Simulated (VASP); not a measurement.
Input of a VASP 6.6.1 run:

The input POSCAR:

```
HPbNO4
1.0
    3.7453524136     -0.3598945200     -0.1140805337
    1.4724378220      3.7007423157     -0.0133975193
    1.5435829119      1.1830325019      6.2625050781
H Pb N O
1 1 1 4
Direct
    0.8569940566      0.6531239191      0.6103234435
    0.1731834448      0.9106525490      0.8790772388
    0.2596461532      0.3101617104      0.3114555009
    0.8210364806      0.6110378101      0.7652287098
    0.4333469280      0.2707300565      0.1306432372
    0.3610986959      0.0838080029      0.4718039521
   -0.0065757591      0.5762859521      0.3229679177
```

The input INCAR.step1:

```
ALGO = Normal ; EDIFF = 1E-4
ENCUT = 520 ; GGA = PE
ISMEAR = -1 ; LASPH = True
LCHARG = False ; LREAL = False
LWAVE = True ; NBANDS = 31
NELM = 60 ; PREC = Accurate
SIGMA = 0.05
```

INCAR.step2

```
ALGO = Normal ; EDIFF = 1E-6
ENCUT = 520 ; ISIF = 2
ISMEAR = -1 ; ISTART = 1
IVDW = 13 ; LASPH = True
LCHARG = False ; LMIXTAU = True
LREAL = False ; LWAVE = False
METAGGA = R2SCAN ; NBANDS = 31
NELM = 60 ; PREC = Accurate
SIGMA = 0.05 ; VDW_A1 = 0.51559235
VDW_A2 = 5.77342911 ; VDW_S6 = 1.0
VDW_S8 = 0.6018749
```

The input KPOINTS:

```
k-points
0
Gamma
  5 5 3
```

Potentials or basis: VASP PAW PBE potentials, release 64 (H, Pb_d, N, O).

The run is started by

```sh
$ cat potpaw_PBE.64/H/POTCAR potpaw_PBE.64/Pb_d/POTCAR potpaw_PBE.64/N/POTCAR potpaw_PBE.64/O/POTCAR > POTCAR
$ cp INCAR.step1 INCAR
$ mpirun -np 1 vasp_std > vasp.out
$ cp INCAR.step2 INCAR
$ mpirun -np 1 vasp_std > vasp.out
```

Q: Predict the dispersion energy per atom.

A: -0.055 eV.

Q: Predict the pressure.

A: 1.2 GPa.

Q: What does it give for the band gap on the k mesh?

A: 3.25 eV, indirect (least direct gap 3.53 eV).

Stress tensor (GPa, compression positive):
```
 0.28 -0.83 -0.03
-0.83  1.37 -0.16
-0.03 -0.16  1.85
```

Caveat: the standard files for N, O and F lose accuracy on very short bonds; the PAW data sets were made with another functional, which shifts forces and pressure a little; spin-orbit coupling is left out, which moves the levels of the heavy elements. r2SCAN opens gaps a little over a GGA but as a rule still falls short of measured ones.
